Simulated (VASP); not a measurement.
# CdSiP2 (I-42d) in VASP: relaxation of cell and atoms with PBE+D3(BJ)

Aim: the relaxation of cell and atoms of CdSiP2 with PBE+D3(BJ).

Everything below comes from runs of VASP 6.6.1. Logs are shortened: lines on timing, memory, paths and dates and some standing lists are left out, and cuts for length are marked.

### Step 1. The cell of the first run

The structure is tetragonal, space group I-42d (No. 122). Conventional cell: a = 5.687 Å, b = 5.687 Å, c = 10.497 Å, α = 90.00°, β = 90.00°, γ = 90.00°. Cd (site symmetry -4) has 4 P at 2.57 Å within 3.4 Å. Within 3.0 Å of Si (site symmetry -4) lie 4 P at 2.25 Å. P (site symmetry 2) has 2 Si at 2.25 Å and 2 Cd at 2.57 Å within 3.0 Å.

### Step 2. Relaxation of cell and atoms, PBE+D3(BJ)

Input file INCAR:

```
SYSTEM = CdSiP2
PREC = Accurate
ENCUT = 500
EDIFF = 1E-7
ISMEAR = 0
SIGMA = 0.02
LREAL = .FALSE.
LASPH = .TRUE.
NELM = 120
ALGO = Normal
ISIF = 3
LWAVE = .FALSE.
LCHARG = .FALSE.
GGA = PE
IVDW = 12
IBRION = 2
NSW = 70
EDIFFG = -0.02
GGA_COMPAT = .FALSE.
NELMIN = 4
```

Input file KPOINTS:

```
regular mesh
0
G
  8 8 8
  0 0 0
```

Input file POSCAR:

```
CdSiP2
1.0
   -2.8436136200      2.8436136200      5.2485580400
    2.8436136200     -2.8436136200      5.2485580400
    2.8436136200      2.8436136200     -5.2485580400
Cd Si P
2 2 4
Direct
    0.7500000000      0.2500000000      0.5000000000
    0.0000000000      0.0000000000      0.0000000000
    0.5000000000      0.5000000000      0.0000000000
    0.2500000000      0.7500000000      0.5000000000
    0.8750000000      0.8281282800      0.4531283100
    0.1718717100      0.6250000000      0.0468717000
    0.3750000000      0.4218716900      0.5468717200
    0.5781282800      0.1250000000      0.9531282800
```

Potentials or basis: VASP PAW PBE potentials, release 64 (Cd, Si, P).

Started as:

```
$ cat potpaw_PBE.64/Cd/POTCAR potpaw_PBE.64/Si/POTCAR potpaw_PBE.64/P/POTCAR > POTCAR
$ mpirun -np 1 vasp_std > vasp.out
```

OUTCAR:

```text
SYSTEM = CdSiP2
   PREC = Accurate
   ENCUT = 500
   EDIFF = 1E-7
   ISMEAR = 0
   LREAL = .FALSE.
   LASPH = .TRUE.
   NELM = 120
   ISIF = 3
   GGA = PE
   IVDW = 12
   IBRION = 2
   NSW = 70
   EDIFFG = -0.02
   NELMIN = 4
 IVDW          = 12

 ion  position               nearest neighbor table
   1  0.750  0.250  0.500-   6 2.57   7 2.57   8 2.57   5 2.57
   2  0.000  0.000  0.000-   5 2.57   7 2.57   6 2.57   8 2.57
   3  0.500  0.500  0.000-   7 2.25   6 2.25   8 2.25   5 2.25
   4  0.250  0.750  0.500-   8 2.25   5 2.25   6 2.25   7 2.25
   5  0.875  0.828  0.453-   3 2.25   4 2.25   2 2.57   1 2.57
   6  0.172  0.625  0.047-   3 2.25   4 2.25   2 2.57   1 2.57
   7  0.375  0.422  0.547-   3 2.25   4 2.25   2 2.57   1 2.57
   8  0.578  0.125  0.953-   3 2.25   4 2.25   1 2.57   2 2.57

  LATTYP: Found a body centered tetragonal cell.
 ALAT       =     5.6872272400
 C/A-ratio  =     1.8457353007

  Lattice vectors:

 A1 = (  -2.8436136200,   2.8436136200,   5.2485580400)
 A2 = (   2.8436136200,  -2.8436136200,   5.2485580400)
 A3 = (   2.8436136200,   2.8436136200,  -5.2485580400)

Analysis of symmetry for initial positions (statically):
=====================================================================
 Subroutine PRICEL returns:
 Original cell was already a primitive cell.

 Routine SETGRP: Setting up the symmetry group for a
 body centered tetragonal supercell.

 Subroutine GETGRP returns: Found  8 space group operations
 (whereof  4 operations were pure point group operations)
 out of a pool of 16 trial point group operations.

The static configuration has the point symmetry S_4 .
 The point group associated with its full space group is D_2d.

Analysis of symmetry for dynamics (positions and initial velocities):
=====================================================================
 Subroutine PRICEL returns:
 Original cell was already a primitive cell.

 Routine SETGRP: Setting up the symmetry group for a
 body centered tetragonal supercell.

 Subroutine GETGRP returns: Found  8 space group operations
 (whereof  4 operations were pure point group operations)
 out of a pool of 16 trial point group operations.

The dynamic configuration has the point symmetry S_4 .
 The point group associated with its full space group is D_2d.

 Subroutine INISYM returns: Found  8 space group operations
 (whereof  4 operations are pure point group operations),
 and found     1 'primitive' translations

----------------------------------------------------------------------------------------

[... 87 lines left out ...]
   number of dos      NEDOS =    301   number of ions     NIONS =      8
   total plane-waves  NPLWV = 110592
   dimension x,y,z NGX =    48 NGY =   48 NGZ =   48
   dimension x,y,z NGXF=    96 NGYF=   96 NGZF=   96
   ions per type =               2   2   4
   NGX,Y,Z   is equivalent  to a cutoff of  12.07, 12.07, 12.07 a.u.
   NGXF,Y,Z  is equivalent  to a cutoff of  24.14, 24.14, 24.14 a.u.
 SYSTEM =  CdSiP2
   PREC   = accura    normal or accurate (medium, high low for compatibility)
   ISTART =      0    job   : 0-new  1-cont  2-samecut
   ICHARG =      2    charge: 1-file 2-atom 10-const
   ISPIN  =      1    spin polarized calculation?
   LNONCOLLINEAR =      F non collinear calculations
   LSORBIT =      F    spin-orbit coupling
   LASPH  =      T    aspherical Exc in radial PAW
   ENCUT  =  500.0 eV  36.75 Ry    6.06 a.u.  12.06 12.06 12.06*2*pi/ulx,y,z
   NELM   =    120;   NELMIN=  4; NELMDL= -5     # of ELM steps
   EDIFF  = 0.1E-06   stopping-criterion for ELM
   LREAL  =      F    real-space projection
   EDIFFG = -.2E-01   stopping-criterion for IOM
   NSW    =     70    number of steps for IOM
   IBRION =      2    ionic relax: 0-MD 1-quasi-New 2-CG
   NFREE  =      1    steps in history (QN), initial steepest desc. (CG)
   ISIF   =      3    stress and relaxation
   ISYM   =      2    0-nonsym 1-usesym 2-fastsym
   POTIM  = 0.5000    time-step for ionic-motion
   TEBEG  =    0.0;   TEEND  =   0.0 temperature during run
   PSTRESS=    0.0 pullay stress
   NELECT =      52.0000    total number of electrons
   NUPDOWN=      -1.0000    fix difference up-down
   EMIN   =  10.00;   EMAX   =-10.00  energy-range for DOS
   EFERMI =   0.00;   METHOD = LEGACY
   ISMEAR =     0;   SIGMA  =   0.02  broadening in eV -4-tet -1-fermi 0-gaus
   EFERMI_NEDOS =   21; number of points for ismear=-14 and -15
   IALGO  =     38    algorithm
   IMIX   =      4    mixing-type and parameters
     AMIX     =   0.40;   BMIX     =  1.00
     AMIX_MAG =   1.60;   BMIX_MAG =  1.00
  volume/ion in A,a.u.               =      21.22       143.20
  Fermi-wavevector in a.u.,A,eV,Ry     =   1.103559  2.085424 16.569753  1.217842
  Thomas-Fermi vector in A             =   2.240019
   LORBIT       =      0    0 simple, 1 ext, 2 COOP (PROOUT), +10 PAW based schemes
   GGA     = PE    functional components
   LHFCALC =     F    Hartree Fock is set to
   AEXX    =    0.0000 exact exchange contribution
   IVDW    =    12    specifies the selected vdW correction
   LEPSILON=     F    determine dielectric tensor
   LRPA    =     F    only Hartree local field effects (RPA)
 conjugate gradient relaxation of ions
 non-spin polarized calculation
 Gauss-broadening in eV      SIGMA  =   0.02
  energy-cutoff  :      500.00
  volume of cell :      169.76
 maximum number of plane-waves:      4352
   NGX = 25   NGY = 25   NGZ = 25

--------------------------------------- Ionic step        1  -------------------------------------------

 number of electron      51.9999997 magnetization

 Free energy of the ion-electron system (eV)
  ---------------------------------------------------
  ext. energy  EPLUGINS =         0.00000000
  ---------------------------------------------------
  free energy    TOTEN  =       -35.56694890 eV

  energy without entropy =      -35.56694890  energy(sigma->0) =      -35.56694890

------------------------ aborting loop because EDIFF is reached ----------------------------------------

 Edisp (eV)   -2.78776

 E8    (eV) :    -1.1337
[... 175 lines left out ...]
--------------------------------------- Ionic step        5  -------------------------------------------

 number of electron      51.9999990 magnetization

 Free energy of the ion-electron system (eV)
  ---------------------------------------------------
  ext. energy  EPLUGINS =         0.00000000
  ---------------------------------------------------
  free energy    TOTEN  =       -35.53274707 eV

  energy without entropy =      -35.53274707  energy(sigma->0) =      -35.53274707

 E-fermi :   4.2600     XC(G=0):  -9.6807

 val. band max:        4.1446585360   @ k =   0.0000   0.0000   0.0000
 cond. band min:       5.4797935839   @ k =   0.0000   0.0000   0.0000
 fundamental gap:      1.3351350478
 Fermi energy:         4.2599533756

 k-point     1 :       0.0000    0.0000    0.0000
  band No.  band energies     occupation
      1      -8.6241      2.00000
      2      -6.0894      2.00000
      3      -6.0833      2.00000
      4      -6.0833      2.00000
      5      -4.6291      2.00000
      6      -4.0448      2.00000
[... 805 lines left out ...]
     30       7.5566      0.00000
     31       8.0323      0.00000

 [... further k-points ...]

------------------------ aborting loop because EDIFF is reached ----------------------------------------

 Edisp (eV)   -2.83145

 E8    (eV) :    -1.1520
[... 31 lines left out ...]
  FREE ENERGIE OF THE ION-ELECTRON SYSTEM (eV)
  ---------------------------------------------------
  free  energy   TOTEN  =       -38.3641968707 eV

  energy  without entropy=      -38.3641968707  energy(sigma->0) =      -38.36419687

 reached required accuracy - stopping structural energy minimisation
```

OSZICAR:

```text
N       E                     dE             d eps       ncg     rms          rms(c)
DAV:   1     0.283741077187E+03    0.28374E+03   -0.23344E+04  3658   0.144E+03
DAV:   2    -0.184328471347E+02   -0.30217E+03   -0.29454E+03  4107   0.314E+02
DAV:   3    -0.368835552374E+02   -0.18451E+02   -0.18367E+02  4487   0.755E+01
DAV:   4    -0.371681051332E+02   -0.28455E+00   -0.28421E+00  4274   0.958E+00
[... 50 lines left out ...]
DAV:   2    -0.355327655369E+02   -0.57259E-04   -0.92779E-04  4465   0.154E-01    0.349E-02
DAV:   3    -0.355327515132E+02    0.14024E-04   -0.23232E-05  4338   0.311E-02    0.227E-02
DAV:   4    -0.355327469372E+02    0.45759E-05   -0.13854E-05  4402   0.231E-02    0.659E-03
DAV:   5    -0.355327470591E+02   -0.12186E-06   -0.30224E-06  4204   0.110E-02    0.380E-03
DAV:   6    -0.355327470738E+02   -0.14688E-07   -0.94242E-08  2858   0.219E-03
   5 F= -.38364197E+02 E0= -.38364197E+02  d E =-.826195E-03
```

Wall time 11 min (1 thread of Intel Xeon 6975P-C (Granite Rapids), shared host); peak memory 0.53 GiB.

What came out:

- Free energy: -38.3642 eV
- Relaxed volume: 20.92 Å³/atom
- Relaxed cell: a = 6.577 Å, b = 6.577 Å, c = 6.577 Å, α = 128.99°, β = 128.99°, γ = 75.03°
- Space group after relaxing (to 0.05 Å): I-42d (No. 122)
- Energy gained by relaxing: 1.2 meV/atom
- Ionic steps: 5
- Pressure after relaxing: 0.0 GPa
- Band gap on the k mesh: 1.34 eV, direct
- Dispersion energy per atom: -0.354 eV

The path:
| step | energy change (eV) | largest force (eV/Å) | pressure (GPa) | volume (Å³) |
| --- | --- | --- | --- | --- |
| 1 | 0.0000 | 0.0687 | -1.09 | 169.76 |
| 2 | -0.0067 | 0.0661 | 0.61 | 166.23 |
| 3 | -0.0087 | 0.0669 | 0.05 | 167.35 |
| 4 | -0.0093 | 0.0287 | 0.03 | 167.35 |
| 5 | -0.0095 | 0.0017 | 0.01 | 167.35 |

Final structure:
```
CELL_PARAMETERS angstrom
-2.83198 2.83198 5.21672
2.83198 -2.83198 5.21672
2.83198 2.83198 -5.21672
ATOMIC_POSITIONS crystal
Cd 0.75000 0.25000 0.50000
Cd 0.00000 0.00000 0.00000
Si 0.50000 0.50000 0.00000
Si 0.25000 0.75000 0.50000
P 0.87500 0.82952 0.45452
P 0.17048 0.62500 0.04548
P 0.37500 0.42048 0.54548
P 0.57952 0.12500 0.95452
```

A k mesh can miss the band edges.
